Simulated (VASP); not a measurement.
# Si (P1) in VASP: single point with PBE

Aim: the single point of Si with PBE.

Program: VASP 6.6.1. These are calculated values, not measurements. Logs are shortened: lines on timing, memory, paths and dates and some standing lists are left out, and cuts for length are marked.

## Step 1: The cell of the first run

The typed cell holds 54 atoms: a = 11.548 Å, b = 11.548 Å, c = 11.548 Å, α = 60.00°, β = 60.00°, γ = 60.00°.

## Step 2: Single point, PBE

File INCAR:

```
SYSTEM = Si
  PREC = Accurate
  ENCUT = 500
  EDIFF = 1E-6
  ISMEAR = 0
  SIGMA = 0.01
  LREAL = Auto
  LASPH = .TRUE.
  NELM = 120
  ALGO = Normal
  ISIF = 2
  LWAVE = .FALSE.
  LCHARG = .TRUE.
  GGA = PE
  LVHAR = .TRUE.
  NBANDS = 141
  GGA_COMPAT = .FALSE.
  KPAR = 2
  NCORE = 2
```

File KPOINTS:

```
Automatic mesh
0
G
  2 2 2
  0 0 0
```

File POSCAR:

```
Si
1.0
    0.0000000000      8.1655530000      8.1655530000
    8.1655530000      0.0000000000      8.1655530000
    8.1655530000      8.1655530000      0.0000000000
Si
54
Direct
    0.0836610000      0.0876630000      0.0801070000
    0.0034370000     -0.0008980000     -0.0009060000
    0.0899140000      0.0838790000      0.4165180000
    0.0025270000      0.0039030000      0.3332260000
    0.0853700000      0.0799600000      0.7487290000
   -0.0015180000     -0.0046150000      0.6614410000
    0.0776980000      0.4158400000      0.0827360000
   -0.0011100000      0.3335730000     -0.0046260000
    0.0830580000      0.4174910000      0.4192680000
   -0.0029310000      0.3319480000      0.3263530000
    0.0815890000      0.4090580000      0.7450830000
    0.0038150000      0.3257070000      0.6694330000
    0.0844690000      0.7489180000      0.0849240000
    0.0018270000      0.6702880000     -0.0007980000
    0.0812820000      0.7479060000      0.4132500000
   -0.0001560000      0.6639450000      0.3370350000
    0.0768580000      0.7462110000      0.7466980000
   -0.0072490000      0.6732560000      0.6583250000
    0.4156850000      0.0815140000      0.0890690000
    0.3264560000      0.0037130000     -0.0025340000
    0.4161290000      0.0810090000      0.4188850000
    0.3293930000     -0.0002730000      0.3345580000
    0.4230410000      0.0750020000      0.7552830000
    0.3366170000     -0.0016750000      0.6677230000
    0.4150520000      0.4223710000      0.0840590000
    0.3325870000      0.3325430000     -0.0006920000
    0.4160550000      0.4136220000      0.4237960000
    0.3267140000      0.3208440000      0.3329080000
    0.4161590000      0.4179570000      0.7492920000
    0.3328200000      0.3344850000      0.6700210000
    0.4151150000      0.7487090000      0.0900550000
    0.3351690000      0.6632530000      0.0080500000
    0.4193540000      0.7479600000      0.4125990000
    0.3343670000      0.6637840000      0.3296700000
    0.4121780000      0.7482470000      0.7538360000
    0.3318320000      0.6616460000      0.6689830000
    0.7502280000      0.0862560000      0.0874960000
    0.6660820000     -0.0005020000     -0.0001580000
    0.7460700000      0.0856510000      0.4214200000
    0.6672690000     -0.0008220000      0.3324330000
    0.7472960000      0.0805490000      0.7486120000
    0.6637500000     -0.0015150000      0.6612030000
    0.7512130000      0.4168370000      0.0793410000
    0.6587060000      0.3333060000      0.0038240000
    0.7474590000      0.4149940000      0.4146980000
    0.6689300000      0.3301610000      0.3367480000
    0.7489500000      0.4198700000      0.7501130000
    0.6658650000      0.3282130000      0.6642860000
    0.7490950000      0.7522850000      0.0841820000
    0.6642530000      0.6680860000      0.0034200000
    0.7494850000      0.7484790000      0.4153030000
    0.6694750000      0.6685310000      0.3301130000
    0.7512990000      0.7483370000      0.7473980000
    0.6709610000      0.6695110000      0.6641560000
```

Potentials or basis: VASP PAW PBE potentials, release 64 (Si).

The run is started by

```console
cat potpaw_PBE.64/Si/POTCAR > POTCAR
mpirun -np 4 vasp_std > vasp.out
```

OUTCAR:

```text
SYSTEM = Si
   PREC = Accurate
   ENCUT = 500
   EDIFF = 1E-6
   ISMEAR = 0
   LREAL = Auto
   LASPH = .TRUE.
   NELM = 120
   ISIF = 2
   GGA = PE

 ion  position               nearest neighbor table
   1  0.084  0.088  0.080-  20 2.29   8 2.32   2 2.36   4 2.39
   2  0.003  0.999  0.999-   1 2.36  13 2.36   5 2.36  37 2.39
   3  0.090  0.084  0.417-  22 2.26   6 2.32  10 2.35   4 2.36
   4  0.003  0.004  0.333-   3 2.36   1 2.39  15 2.42  39 2.42
   5  0.085  0.080  0.749-  12 2.32   2 2.36  24 2.37   6 2.44
   6  0.998  0.995  0.661-   3 2.32  17 2.35  41 2.37   5 2.44
[... 46 lines left out ...]
  53  0.751  0.748  0.747-  18 2.28  54 2.29  42 2.36  50 2.41
  54  0.671  0.670  0.664-  53 2.29  51 2.35  47 2.35  35 2.44

  LATTYP: Found a face centered cubic cell.
 ALAT       =    16.3311060000

  Lattice vectors:

 A1 = (   0.0000000000,   8.1655530000,   8.1655530000)
 A2 = (   8.1655530000,   0.0000000000,   8.1655530000)
 A3 = (   8.1655530000,   8.1655530000,   0.0000000000)

Analysis of symmetry for initial positions (statically):
=====================================================================
 Subroutine PRICEL returns:
 Original cell was already a primitive cell.

 Routine SETGRP: Setting up the symmetry group for a
 face centered cubic supercell.

 Subroutine GETGRP returns: Found  1 space group operations
 (whereof  1 operations were pure point group operations)
 out of a pool of 48 trial point group operations.

The static configuration has the point symmetry C_1 .

Analysis of symmetry for dynamics (positions and initial velocities):
=====================================================================
 Subroutine PRICEL returns:
 Original cell was already a primitive cell.

 Routine SETGRP: Setting up the symmetry group for a
 face centered cubic supercell.

 Subroutine GETGRP returns: Found  1 space group operations
 (whereof  1 operations were pure point group operations)
 out of a pool of 48 trial point group operations.

The dynamic configuration has the point symmetry C_1 .

 Subroutine INISYM returns: Found  1 space group operations
 (whereof  1 operations are pure point group operations),
 and found     1 'primitive' translations

----------------------------------------------------------------------------------------

                                     Primitive cell

  volume of cell :    1088.8970

  direct lattice vectors                    reciprocal lattice vectors
     0.000000000  8.165553000  8.165553000    -0.061232840  0.061232840  0.061232840
     8.165553000  0.000000000  8.165553000     0.061232840 -0.061232840  0.061232840
[... 181 lines left out ...]
   TEBEG  =    0.0;   TEEND  =   0.0 temperature during run
   PSTRESS=    0.0 pullay stress
   NELECT =     216.0000    total number of electrons
   NUPDOWN=      -1.0000    fix difference up-down
   EMIN   =  10.00;   EMAX   =-10.00  energy-range for DOS
   EFERMI =   0.00;   METHOD = LEGACY
   ISMEAR =     0;   SIGMA  =   0.01  broadening in eV -4-tet -1-fermi 0-gaus
   EFERMI_NEDOS =   21; number of points for ismear=-14 and -15
   IALGO  =     38    algorithm
   IMIX   =      4    mixing-type and parameters
     AMIX     =   0.40;   BMIX     =  1.00
     AMIX_MAG =   1.60;   BMIX_MAG =  1.00
  volume/ion in A,a.u.               =      20.16       136.08
  Fermi-wavevector in a.u.,A,eV,Ry     =   0.954766  1.804247 12.402785  0.911579
  Thomas-Fermi vector in A             =   2.083543
   LORBIT       =      0    0 simple, 1 ext, 2 COOP (PROOUT), +10 PAW based schemes
   GGA     = PE    functional components
   LHFCALC =     F    Hartree Fock is set to
   AEXX    =    0.0000 exact exchange contribution
   IVDW    =     0    specifies the selected vdW correction
   LEPSILON=     F    determine dielectric tensor
   LRPA    =     F    only Hartree local field effects (RPA)
 non-spin polarized calculation
 Gauss-broadening in eV      SIGMA  =   0.01
  energy-cutoff  :      500.00
  volume of cell :     1088.90
 maximum number of plane-waves:     27706
   NGX = 43   NGY = 43   NGZ = 43

 number of electron     215.9999998 magnetization

 Free energy of the ion-electron system (eV)
  ---------------------------------------------------
  ext. energy  EPLUGINS =         0.00000000
  ---------------------------------------------------
  free energy    TOTEN  =      -290.73811125 eV

  energy without entropy =     -290.73811125  energy(sigma->0) =     -290.73811125

 E-fermi :   5.9620     XC(G=0):  -9.3772

 val. band max:        5.8886553081   @ k =   0.0000   0.0000   0.0000
 cond. band min:       6.3963274772   @ k =   0.0000   0.0000   0.0000
 fundamental gap:      0.5076721690
 Fermi energy:         5.9619748546

 k-point     1 :       0.0000    0.0000    0.0000
  band No.  band energies     occupation
      1      -6.1694      2.00000
      2      -4.9030      2.00000
      3      -4.8908      2.00000
      4      -4.8555      2.00000
      5      -4.8238      2.00000
      6      -4.8058      2.00000
[... 973 lines left out ...]
    119       7.8175      0.00000
    120       7.8505      0.00000
 [bands above 120 left out]

------------------------ aborting loop because EDIFF is reached ----------------------------------------

  FORCE on cell =-STRESS in cart. coord.  units (eV):
  Direction    XX          YY          ZZ          XY          YZ          ZX
  --------------------------------------------------------------------------------------
  -------------------------------------------------------------------------------------
  Total       11.4445334     10.9664803     11.3871632     -0.2762114     -2.0125669     -1.7981945
  in kB       16.8392161     16.1358202     16.7548030     -0.4064109     -2.9612433     -2.6458209
  external PRESSURE =      16.5766131 kB  Pullay stress =       0.0000000 kB

 VOLUME and BASIS-vectors are now :
 -----------------------------------------------------------------------------
  energy-cutoff  :      500.00
  volume of cell :     1088.90
      direct lattice vectors                 reciprocal lattice vectors
     0.000000000  8.165553000  8.165553000    -0.061232840  0.061232840  0.061232840
     8.165553000  0.000000000  8.165553000     0.061232840 -0.061232840  0.061232840
     8.165553000  8.165553000  0.000000000     0.061232840  0.061232840 -0.061232840

 POSITION                                       TOTAL-FORCE (eV/Angst)
 -----------------------------------------------------------------------------------
      1.36993      1.33726      1.39896         0.242139     -0.066581     -0.692193
     16.31638      8.18622      8.18629         0.221459     -0.186628     -0.118404
      4.08602      4.13530      1.41912         0.148163     -0.934232     -0.637071
      2.75284      2.74161      0.05250        -0.273777     -0.121692     -0.456807
      6.76670      6.81088      1.35001        -0.457521     -0.008066     -0.481608
     13.52890     13.55419     16.28103         0.734641      0.571653      0.206151
[... 46 lines left out ...]
     12.21350     12.23769     12.24536         0.998899     -0.012068     -0.193402
     10.89013     10.90197     10.94570        -0.080058     -0.674080     -1.043274
 -----------------------------------------------------------------------------------
    total drift:                               -0.008581      0.011971     -0.013921

  FREE ENERGIE OF THE ION-ELECTRON SYSTEM (eV)
  ---------------------------------------------------
  free  energy   TOTEN  =      -290.7381112452 eV

  energy  without entropy=     -290.7381112452  energy(sigma->0) =     -290.73811125
```

Wall time 17 min (4 MPI ranks of Intel Xeon Platinum 8375C at 2.90GHz (Ice Lake), shared host); peak memory 0.86 GiB.

What came out:

- Free energy: -290.7381 eV
- Pressure: 1.7 GPa
- Largest force: 2.158 eV/Å
- Band gap on the k mesh: 0.51 eV

Forces in eV/Å, atoms in the order of the input:
```
Si   0.242 -0.067 -0.692
Si   0.221 -0.187 -0.118
Si   0.148 -0.934 -0.637
Si  -0.274 -0.122 -0.457
Si  -0.458 -0.008 -0.482
Si   0.735  0.572  0.206
Si  -0.267 -0.112  0.910
Si   0.010 -0.259  0.230
Si  -0.610 -0.586 -0.941
Si   1.045  0.852  0.246
Si   1.293  0.532  1.340
Si  -0.283 -1.178 -0.685
Si   0.151  0.271  0.100
Si  -0.430 -0.365 -0.603
Si   0.489  0.094  1.124
Si  -0.359 -0.742 -0.113
Si   0.166  0.707  0.494
Si  -0.907  1.107 -0.564
Si  -0.510 -0.754  0.110
Si   0.153  1.529  0.166
Si  -0.721  0.293 -0.478
Si  -0.407  1.077  0.381
Si   0.403 -1.390  0.202
Si   0.144 -0.057 -0.272
Si  -0.598 -0.065 -1.309
Si   0.439  0.101  0.097
Si  -1.064 -0.748 -0.305
Si   1.206  0.521  1.712
Si  -0.133  0.451 -0.311
Si  -0.388  0.096 -0.681
Si  -0.296 -0.799  0.715
Si   0.141 -0.892  0.466
Si   0.389  0.062 -0.336
Si   0.766  0.706 -0.627
Si  -0.234  0.442  0.263
Si   0.260 -0.698  0.491
Si  -0.940 -0.436 -0.168
Si   0.443  0.187  0.346
Si  -1.224 -0.219  0.425
Si   0.422  0.293 -0.034
Si  -0.184  0.047 -0.106
Si   0.344  1.292  0.028
Si   0.435  0.103 -0.530
Si  -0.227  0.199  0.891
Si   0.412  0.375  0.523
Si  -0.183 -1.227 -0.070
Si  -0.570  0.031 -0.473
Si   0.631  0.264  0.621
Si  -0.397  0.089  0.284
Si  -0.438 -0.045  0.206
Si   0.263  0.286  0.341
Si  -0.167 -0.005 -0.693
Si   0.999 -0.012 -0.193
Si  -0.080 -0.674 -1.043
```

Caveat: semilocal functionals underestimate gaps, and a narrow one can read as zero; forces of over 1 eV/Å act on the atoms, so gaps and moduli don't describe the material at rest. A k mesh can miss the band edges.
